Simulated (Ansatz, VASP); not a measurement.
**GaN: VASP beside Ansatz**

The input INCAR:

```
SYSTEM = GaN
ALGO = Normal ; EDIFF = 1E-6
EDIFFG = -0.01 ; ENCUT = 520
GGA = PE ; IBRION = 2
ISIF = 2 ; ISMEAR = 0
LASPH = .True. ; LCHARG = .False.
LREAL = .False. ; LWAVE = .False.
NELM = 100 ; NSW = 60
PREC = Accurate ; SIGMA = 0.05
```

Contents of KPOINTS:

```
k-points
0
Gamma
  10 10 6
  0 0 0
```

POSCAR

```
GaN
1.0
    3.1800000000      0.0000000000      0.0000000000
   -1.5900000000      2.7539607840      0.0000000000
    0.0000000000      0.0000000000      5.1660000000
Ga N
2 2
Direct
    0.3333333333      0.6666666667     -0.0008677886
    0.6666666667      0.3333333333      0.4991322114
    0.3333333333      0.6666666667      0.3758677886
    0.6666666667      0.3333333333      0.8758677886
```

Input for Ansatz:

```yaml
crystal:
  lattice:
    - [3.18, 0.0, 0.0]
    - [-1.59, 2.753960784, 0.0]
    - [0.0, 0.0, 5.166]
  atoms:
    - { symbol: Ga, position: [0.3333333333, 0.6666666667, -0.000867788] }
    - { symbol: Ga, position: [0.6666666667, 0.3333333333, 0.499132212] }
    - { symbol: "N", position: [0.3333333333, 0.6666666667, 0.375867788] }
    - { symbol: "N", position: [0.6666666667, 0.3333333333, 0.875867788] }
basis:
  ecutwfc: 420
  ecutrho_ratio: 4
kpoints:
  mp_grid: { grid: [10, 10, 6] }
hamiltonian:
  xc: pbe
  pseudopotentials: { kind: paw, frozen_core: stored }
scf:
  occupations: { method: gaussian, width: 0.05 }
output:
  forces: true
  stress: true
  eigenvalues: true
  populations: true
  efg:
    contact_densities: true
    quadrupole_moments_barn: { Ga: 0.107, "N": 0.02044 }
relax:
  f_tol: 0.01
  max_steps: 40
```

Alike in both runs: task relaxation of the atoms; functional PBE; k mesh 10 × 10 × 6; occupations gaussian, width 0.05 eV; no spin polarisation.

```csv
,VASP,Ansatz
version,VASP 6.6.1,Ansatz 0.2.0
potentials or method,"VASP PAW PBE potentials, release 64 (Ga_d, N), cutoff 520 eV","scalar-relativistic, plane waves, PAW"
valence electrons in the cell,36,36
```

```csv
,VASP,Ansatz,Ansatz less VASP
"gap on the k mesh at the Fermi level, each at its own relaxed structure (eV)",1.99,1.98,-0.009
```

Ansatz's warnings: stress scf threshold loose.
